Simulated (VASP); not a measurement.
# TiPdSe4 (P-6m2) in VASP: relaxation of cell and atoms with PBE

Aim: the relaxation of cell and atoms of TiPdSe4 with PBE.

Program: VASP 6.6.1. These are calculated values, not measurements. Logs are shortened: lines on timing, memory, paths and dates and some standing lists are left out, and cuts for length are marked.

### 1 The cell of the first run

It takes space group P-6m2 (No. 187, hexagonal). The conventional cell has a = 5.976 Å, b = 5.976 Å, c = 4.643 Å, α = 90.00°, β = 90.00°, γ = 120.00°. Ti (site symmetry -6m2) has 15 Se at 3.45 to 3.78 Å and 3 Pd at 3.45 Å and 2 Ti at 4.64 Å within 4.7 Å. Within 3.8 Å of Pd (site symmetry -6m2) lie 9 Se at 2.90 to 3.45 Å and 3 Ti at 3.45 Å. Se (site symmetry -6m2) has 6 Se at 2.89 Å and 3 Ti at 3.45 Å and 3 Pd at 3.45 Å within 3.8 Å. Within 3.8 Å of Se (site symmetry mm2) lie 6 Se at 2.89 to 3.01 Å and 2 Pd at 2.90 Å and 4 Ti at 3.78 Å.

The cell was generated, and may not be a known phase.

### 2 Relaxation of cell and atoms, PBE, collinear spin

INCAR reads:

```
SYSTEM = TiPdSe4
ALGO = Normal ; EDIFF = 1E-7
EDIFFG = -0.08 ; ENCUT = 600
GGA = PE ; IBRION = 2
ISIF = 3 ; ISMEAR = 0
ISPIN = 2 ; LASPH = .TRUE.
LCHARG = .FALSE. ; LMAXMIX = 4
LORBIT = 11 ; LREAL = .FALSE.
LWAVE = .FALSE. ; MAGMOM = 1 0 0 0 0 0
NELM = 150 ; NSW = 36
PREC = Accurate ; SIGMA = 0.15
```

KPOINTS reads:

```
k-points
0
G
  3 3 3
  0 0 0
```

POSCAR reads:

```
TiPdSe4
1.0
    5.9764972800      0.0000000000      0.0000000000
   -2.9882486400      5.1757984700      0.0000000000
    0.0000000000      0.0000000000      4.6428535700
Ti Pd Se
1 1 4
Direct
    0.6666666700      0.3333333300      0.0000000000
    0.0000000000      0.0000000000      0.0000000000
    0.3333333300      0.6666666700      0.0000000000
    0.6643606200      0.8321803100      0.5000000000
    0.1678196900      0.8321803100      0.5000000000
    0.1678196900      0.3356393800      0.5000000000
```

Potentials or basis: VASP PAW PBE potentials, release 64 (Ti_sv, Pd, Se).

Command:

```
cat potpaw_PBE.64/Ti_sv/POTCAR potpaw_PBE.64/Pd/POTCAR potpaw_PBE.64/Se/POTCAR > POTCAR
mpirun -np 1 vasp_std > vasp.out
```

OUTCAR:

```text
SYSTEM = TiPdSe4
   EDIFF = 1E-7
   EDIFFG = -0.08
   ENCUT = 600
   GGA = PE
   IBRION = 2
   ISIF = 3
   ISMEAR = 0
   ISPIN = 2
   LASPH = .TRUE.
   LORBIT = 11
   LREAL = .FALSE.
   NELM = 150
   NSW = 36
   PREC = Accurate

 ion  position               nearest neighbor table
   1  0.667  0.333  0.000-
   2  0.000  0.000  0.000-   6 2.90   6 2.90   4 2.90   4 2.90   5 2.90   5 2.90
   3  0.333  0.667  0.000-
   4  0.664  0.832  0.500-   2 2.90   2 2.90
   5  0.168  0.832  0.500-   2 2.90   2 2.90
   6  0.168  0.336  0.500-   2 2.90   2 2.90

  LATTYP: Found a hexagonal cell.
 ALAT       =     5.9764972800
 C/A-ratio  =     0.7768519506

  Lattice vectors:

 A1 = (   5.9764972800,   0.0000000000,   0.0000000000)
 A2 = (  -2.9882486400,   5.1757984700,   0.0000000000)
 A3 = (   0.0000000000,   0.0000000000,   4.6428535700)

Analysis of symmetry for initial positions (statically):
=====================================================================
 Subroutine PRICEL returns:
 Original cell was already a primitive cell.

 Routine SETGRP: Setting up the symmetry group for a
 hexagonal supercell.

 Subroutine GETGRP returns: Found 12 space group operations
 (whereof 12 operations were pure point group operations)
 out of a pool of 24 trial point group operations.

The static configuration has the point symmetry D_3h.

Analysis of symmetry for dynamics (positions and initial velocities):
=====================================================================
 Subroutine PRICEL returns:
 Original cell was already a primitive cell.

 Routine SETGRP: Setting up the symmetry group for a
 hexagonal supercell.

 Subroutine GETGRP returns: Found 12 space group operations
 (whereof 12 operations were pure point group operations)
 out of a pool of 24 trial point group operations.

The dynamic configuration has the point symmetry D_3h.

Analysis of structural, dynamic, and magnetic symmetry:
=====================================================================
 Subroutine PRICEL returns:
 Original cell was already a primitive cell.

 Routine SETGRP: Setting up the symmetry group for a
 hexagonal supercell.

 Subroutine GETGRP returns: Found 12 space group operations
 (whereof 12 operations were pure point group operations)
 out of a pool of 24 trial point group operations.

The overall configuration has the point symmetry D_3h.

 Subroutine INISYM returns: Found 12 space group operations
 (whereof 12 operations are pure point group operations),
 and found     1 'primitive' translations

----------------------------------------------------------------------------------------

                                     Primitive cell

  volume of cell :     143.6181

  direct lattice vectors                    reciprocal lattice vectors
     5.976497280  0.000000000  0.000000000     0.167322087  0.096603452  0.000000000
    -2.988248640  5.175798470  0.000000000     0.000000000  0.193206904  0.000000000
     0.000000000  0.000000000  4.642853570     0.000000000  0.000000000  0.215384781

  length of vectors
     5.976497280  5.976497280  4.642853570     0.193206904  0.193206904  0.215384781

  position of ions in fractional coordinates (direct lattice)
     0.666666670  0.333333330  0.000000000
     0.000000000  0.000000000  0.000000000
     0.333333330  0.666666670  0.000000000
     0.664360620  0.832180310  0.500000000
     0.167819690  0.832180310  0.500000000
     0.167819690  0.335639380  0.500000000

  ion indices of the primitive-cell ions
   primitive index   ion index
                 1           1
                 2           2
                 3           3
                 4           4
                 5           5
                 6           6

----------------------------------------------------------------------------------------

 KPOINTS: k-points

Automatic generation of k-mesh.
 Grid dimensions read from file:
[... 23 lines left out ...]
  0.333333  0.000000  0.000000      6.000000
  0.333333  0.333333  0.000000      2.000000
  0.000000  0.000000  0.333333      2.000000
  0.333333  0.000000  0.333333     12.000000
  0.333333  0.333333  0.333333      4.000000
   k-points           NKPTS =      6   k-points in BZ     NKDIM =      6   number of bands    NBANDS=     28
   number of dos      NEDOS =    301   number of ions     NIONS =      6
   total plane-waves  NPLWV =  92160
   dimension x,y,z NGX =    48 NGY =   48 NGZ =   40
   dimension x,y,z NGXF=    96 NGYF=   96 NGZF=   80
   ions per type =               1   1   4
   NGX,Y,Z   is equivalent  to a cutoff of  13.35, 13.35, 14.32 a.u.
   NGXF,Y,Z  is equivalent  to a cutoff of  26.70, 26.70, 28.65 a.u.
 SYSTEM =  TiPdSe4
   PREC   = accura    normal or accurate (medium, high low for compatibility)
   ISTART =      0    job   : 0-new  1-cont  2-samecut
   ICHARG =      2    charge: 1-file 2-atom 10-const
   ISPIN  =      2    spin polarized calculation?
   LNONCOLLINEAR =      F non collinear calculations
   LSORBIT =      F    spin-orbit coupling
   LASPH  =      T    aspherical Exc in radial PAW
   ENCUT  =  600.0 eV  44.10 Ry    6.64 a.u.  11.94 11.94  9.27*2*pi/ulx,y,z
   NELM   =    150;   NELMIN=  2; NELMDL= -5     # of ELM steps
   EDIFF  = 0.1E-06   stopping-criterion for ELM
   LREAL  =      F    real-space projection
   EDIFFG = -.8E-01   stopping-criterion for IOM
   NSW    =     36    number of steps for IOM
   IBRION =      2    ionic relax: 0-MD 1-quasi-New 2-CG
   NFREE  =      1    steps in history (QN), initial steepest desc. (CG)
   ISIF   =      3    stress and relaxation
   ISYM   =      2    0-nonsym 1-usesym 2-fastsym
   POTIM  = 0.5000    time-step for ionic-motion
   TEBEG  =    0.0;   TEEND  =   0.0 temperature during run
   PSTRESS=    0.0 pullay stress
   NELECT =      46.0000    total number of electrons
   NUPDOWN=      -1.0000    fix difference up-down
   EMIN   =  10.00;   EMAX   =-10.00  energy-range for DOS
   EFERMI =   0.00;   METHOD = LEGACY
   ISMEAR =     0;   SIGMA  =   0.15  broadening in eV -4-tet -1-fermi 0-gaus
   EFERMI_NEDOS =   21; number of points for ismear=-14 and -15
   IALGO  =     38    algorithm
   IMIX   =      4    mixing-type and parameters
     AMIX     =   0.40;   BMIX     =  1.00
     AMIX_MAG =   1.60;   BMIX_MAG =  1.00
  volume/ion in A,a.u.               =      23.94       161.53
  Fermi-wavevector in a.u.,A,eV,Ry     =   1.120102  2.116687 17.070271  1.254630
  Thomas-Fermi vector in A             =   2.256746
   LORBIT       =     11    0 simple, 1 ext, 2 COOP (PROOUT), +10 PAW based schemes
   GGA     = PE    functional components
   LHFCALC =     F    Hartree Fock is set to
   AEXX    =    0.0000 exact exchange contribution
   IVDW    =     0    specifies the selected vdW correction
   LEPSILON=     F    determine dielectric tensor
   LRPA    =     F    only Hartree local field effects (RPA)
 conjugate gradient relaxation of ions
 spin polarized calculation
 Gauss-broadening in eV      SIGMA  =   0.15
  energy-cutoff  :      600.00
  volume of cell :      143.62
 maximum number of plane-waves:      4830
 NGX is ok and might be reduce to    48
   NGX = 23   NGY = 23   NGZ = 19

--------------------------------------- Ionic step        1  -------------------------------------------

 number of electron      46.0000002 magnetization       0.0749810

 number of electron      46.0000002 magnetization      -0.0757820

 Free energy of the ion-electron system (eV)
  ---------------------------------------------------
  ext. energy  EPLUGINS =         0.00000000
  ---------------------------------------------------
  free energy    TOTEN  =       -22.96966507 eV

  energy without entropy =      -22.85814463  energy(sigma->0) =      -22.91390485

------------------------ aborting loop because EDIFF is reached ----------------------------------------

  FORCE on cell =-STRESS in cart. coord.  units (eV):
  Direction    XX          YY          ZZ          XY          YZ          ZX
  --------------------------------------------------------------------------------------
  -------------------------------------------------------------------------------------
  Total       -4.4598088     -4.4598088     -6.4953429      0.0000000     -0.0000000      0.0000000
  in kB      -49.7528257    -49.7528257    -72.4608783      0.0000000     -0.0000000      0.0000000
  external PRESSURE =     -57.3221766 kB  Pullay stress =       0.0000000 kB
[... 105 lines left out ...]
  FREE ENERGIE OF THE ION-ELECTRON SYSTEM (eV)
  ---------------------------------------------------
  free  energy   TOTEN  =       -23.3632339133 eV

  energy  without entropy=      -23.2541043561  energy(sigma->0) =      -23.30866913

 E-fermi :   5.3517     XC(G=0): -10.0142

 val. band max:        5.3243333277   @ k =   0.3333   0.0000   0.0000
 cond. band min:       5.3550048746   @ k =   0.3333   0.0000   0.3333
 fundamental gap:      0.0306715469
 Fermi energy:         5.3516865080

 spin component 1

 k-point     1 :       0.0000    0.0000    0.0000
  band No.  band energies     occupation
      1     -52.7824      1.00000
      2     -29.0805      1.00000
      3     -29.0805      1.00000
      4     -28.9546      1.00000
      5     -10.4700      1.00000
      6      -7.7182      1.00000
[... 364 lines left out ...]
     27       5.7616      0.00006
     28       5.9008      0.00000

[... ionic steps 4 to 18 ...]

--------------------------------------- Ionic step       19  -------------------------------------------

 number of electron      46.0000001 magnetization       0.0000593

 number of electron      46.0000001 magnetization      -0.0000144
[... 81 lines left out ...]
 number of electron      46.0000003 magnetization       0.0000054

 number of electron      46.0000003 magnetization      -0.0000048

 Free energy of the ion-electron system (eV)
  ---------------------------------------------------
  ext. energy  EPLUGINS =         0.00000000
  ---------------------------------------------------
  free energy    TOTEN  =       -23.71807753 eV

  energy without entropy =      -23.59939742  energy(sigma->0) =      -23.65873748

 E-fermi :   5.0134     XC(G=0):  -9.8701

 val. band max:        4.9950031056   @ k =   0.3333   0.0000   0.3333
 cond. band min:       5.0274520188   @ k =   0.3333   0.3333   0.0000
 fundamental gap:      0.0324489132
 Fermi energy:         5.0134419531

 spin component 1

 k-point     1 :       0.0000    0.0000    0.0000
  band No.  band energies     occupation
      1     -53.1108      1.00000
      2     -29.4227      1.00000
      3     -29.4227      1.00000
      4     -29.2428      1.00000
      5     -10.6828      1.00000
      6      -8.0883      1.00000
[... 397 lines left out ...]
  FREE ENERGIE OF THE ION-ELECTRON SYSTEM (eV)
  ---------------------------------------------------
  free  energy   TOTEN  =       -23.7180775309 eV

  energy  without entropy=      -23.5993974243  energy(sigma->0) =      -23.65873748

 reached required accuracy - stopping structural energy minimisation

 total charge

# of ion       s       p       d       tot
------------------------------------------
    1        2.094   5.959   1.864   9.917
    2        0.470   0.540   8.525   9.535
    3        1.540   2.109   0.063   3.713
    4        1.512   2.152   0.064   3.729
    5        1.512   2.152   0.064   3.729
    6        1.512   2.152   0.064   3.729
--------------------------------------------------
tot          8.641  15.064  10.646  34.351

 magnetization (x)

# of ion       s       p       d       tot
------------------------------------------
    1        0.000   0.000  -0.000  -0.000
    2       -0.000  -0.000  -0.000  -0.000
    3        0.000   0.000  -0.000   0.000
    4       -0.000  -0.000  -0.000  -0.000
    5       -0.000  -0.000  -0.000  -0.000
    6       -0.000  -0.000  -0.000  -0.000
--------------------------------------------------
tot          0.000   0.000  -0.000  -0.000
```

Run time: 19 min. Hardware: 1 thread of Intel Xeon 6975P-C (Granite Rapids), shared host; peak memory 0.4 GiB.

Results:

| Quantity | Value |
| --- | --- |
| Free energy | -23.7181 eV |
| Relaxed volume | 23.27 Å³/atom |
| Relaxed cell | a = 6.670 Å, b = 6.670 Å, c = 3.624 Å, α = 90.00°, β = 90.00°, γ = 120.00° |
| Space group after relaxing (to 0.1 Å) | P-6m2 (No. 187) |
| Energy gained by relaxing | 124.7 meV/atom |
| Ionic steps | 21 |
| Pressure after relaxing | -0.3 GPa |
| Largest force after relaxing | 0.056 eV/Å |
| Band gap on the k mesh | zero (filled and empty bands overlap) |
| Net moment | 0.00 μB per cell |
| Valence electrons inside the program's atomic spheres | Ti 9.92; Pd 9.54; Se 3.71, 3.73 (each value once) |

Forces in eV/Å, atoms in the order of the input:
```
Ti   0.000  0.000  0.000
Pd   0.000  0.000  0.000
Se   0.000  0.000  0.000
Se   0.048  0.028  0.000
Se  -0.048  0.028  0.000
Se   0.000 -0.056  0.000
```

Stress tensor (GPa, compression positive):
```
-0.26  0.00  0.00
 0.00 -0.26  0.00
 0.00  0.00 -0.48
```

Step by step:
```tsv
step	energy change (eV)	largest force (eV/Å)	pressure (GPa)	volume (Å³)
1	0.0000	0.9719	-5.73	143.62
2	-0.3935	0.7156	0.94	126.53
3	-0.3936	0.6902	1.37	125.84
4	-0.4799	0.2076	1.36	126.55
5	-0.5054	0.2684	1.52	127.12
6	-0.5649	0.1876	-0.79	131.86
7	-0.5691	0.1628	-1.48	133.56
8	-0.6237	0.1120	-0.66	132.74
9	-0.6426	0.0832	0.25	131.99
10	-0.6440	0.0729	0.64	131.69
11	-0.6491	0.0843	-0.13	133.59
12	-0.6491	0.0921	-0.17	133.69
13	-0.6523	0.0936	-0.17	134.33
14	-0.6874	0.0433	-0.89	136.15
15	-0.7394	0.2814	0.01	139.33
16	-0.7399	0.2871	-0.03	139.60
17	-0.7399	0.2877	-0.03	139.63
18	-0.7408	0.2720	-0.05	139.63
19	-0.7432	0.2249	-0.09	139.63
20	-0.7468	0.1310	-0.18	139.63
21	-0.7484	0.0556	-0.34	139.63
```

Final structure:
```
Ti Pd Se
1.0
     6.66980    0.00000    0.00000
    -3.33490    5.77621    0.00000
     0.00000    0.00000    3.62430
Ti Pd Se
1 1 4
Direct
  0.66667 0.33333 0.00000
  0.00000 0.00000 0.00000
  0.33333 0.66667 0.00000
  0.68872 0.84436 0.50000
  0.15564 0.84436 0.50000
  0.15564 0.31128 0.50000
```

Caveat: the k points lie up to 0.58 Å⁻¹ apart in the final cell; a cell axis changed by over 15 % at a fixed basis, so the end point is rough; the relaxation stopped at a loose force limit of 0.08 eV/Å, so its end isn't a converged minimum.

The gap in the log of VASP goes by the Fermi energy; the results here count the filled bands.